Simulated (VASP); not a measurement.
The system is HfNbTe4.

```xyz
6
Lattice="4.5112 0.0000 0.0000 -2.2556 3.9068 0.0000 0.0000 0.0000 11.5547" Properties=species:S:1:pos:R:3 pbc="T T T"
Hf    0.0000    0.0000    5.7774
Nb    0.0000    0.0000    0.0000
Te    2.2556    1.3023    8.2962
Te    2.2556    1.3023    2.3312
Te    0.0000    2.6045    9.2235
Te    0.0000    2.6045    3.2585
```

```yaml
Program: VASP 6.6.1
Task: relaxation of cell and atoms
Functional: PBE
Potentials_or_basis: VASP PAW PBE potentials, release 64 (Hf_pv, Nb_sv, Te)
Cutoff: 600 eV
k_mesh: 6 × 6 × 2
Occupations: gaussian, width 0.1 eV
Spin: no spin polarisation
```

At the start: pressure -0.2 GPa; volume 33.94 Å³/atom.

**Question.** How do energy, volume and symmetry change on relaxing?

**Answer.** Over 38 steps the energy falls by 1612.7 meV/atom and the volume is 24.40 Å³/atom (-28.1 %); space group P-3m1 (No. 164, to 0.05 Å).

Step by step:
```csv
step,energy change (eV),largest force (eV/Å),pressure (GPa),volume (Å³)
1,0.0000,3.8421,-0.15,203.64
2,-3.4189,3.7207,-4.74,201.86
3,-7.6844,1.2861,-8.75,188.06
4,-8.8027,0.2448,10.03,142.22
5,-9.0961,0.7517,1.57,154.59
6,-9.0972,0.7269,2.03,153.73
7,-9.2534,0.3696,1.95,153.82
8,-9.3137,0.3164,2.12,153.89
9,-9.3247,0.1611,2.03,153.88
10,-9.2890,0.1473,-2.98,163.24
11,-9.3516,0.0804,-0.12,157.49
12,-9.3516,0.0820,-0.08,157.42
13,-9.3534,0.0672,-0.07,157.14
14,-9.3579,0.0360,-0.06,156.28
15,-9.3627,0.0878,0.04,154.55
16,-9.3653,0.0919,-0.15,154.41
17,-9.3724,0.1127,-0.70,153.93
18,-9.4556,0.1521,-1.85,152.76
19,-9.6151,0.1101,-1.58,149.53
20,-9.6157,0.0925,-2.27,151.29
21,-9.6473,0.0952,-2.15,150.61
22,-9.6490,0.0966,-2.10,150.47
23,-9.6491,0.0968,-2.09,150.44
24,-9.6494,0.0974,-2.05,150.36
25,-9.6497,0.0970,-2.04,150.34
26,-9.6507,0.0959,-2.00,150.26
27,-9.6526,0.0937,-1.93,150.11
28,-9.6562,0.0893,-1.78,149.82
29,-9.6624,0.0806,-1.47,149.24
30,-9.6713,0.0609,-0.84,148.07
31,-9.6739,0.0881,0.52,145.75
32,-9.6754,0.0743,-0.01,146.63
33,-9.6754,0.0755,0.03,146.56
34,-9.6755,0.0727,0.03,146.55
35,-9.6757,0.0642,0.04,146.53
36,-9.6760,0.0472,0.06,146.48
37,-9.6761,0.0127,0.08,146.39
38,-9.6762,0.0241,0.07,146.42
```

Final structure:
```cif
data_structure
_symmetry_space_group_name_H-M 'P 1'
_symmetry_Int_Tables_number 1
_cell_length_a 5.1360
_cell_length_b 5.1360
_cell_length_c 6.4095
_cell_angle_alpha 90.000
_cell_angle_beta 90.000
_cell_angle_gamma 120.000
_cell_volume 146.42
loop_
_atom_site_label
_atom_site_type_symbol
_atom_site_fract_x
_atom_site_fract_y
_atom_site_fract_z
_atom_site_occupancy
Hf1 Hf 0.00000 0.00000 0.50000 1
Nb1 Nb 0.00000 0.00000 0.00000 1
Te1 Te 0.66667 0.33333 0.60729 1
Te2 Te 0.66667 0.33333 0.10448 1
Te3 Te 0.33333 0.66667 0.89552 1
Te4 Te 0.33333 0.66667 0.39271 1
```

Caveat: the volume moved by over 15 % at a fixed basis, so the end points are rough.
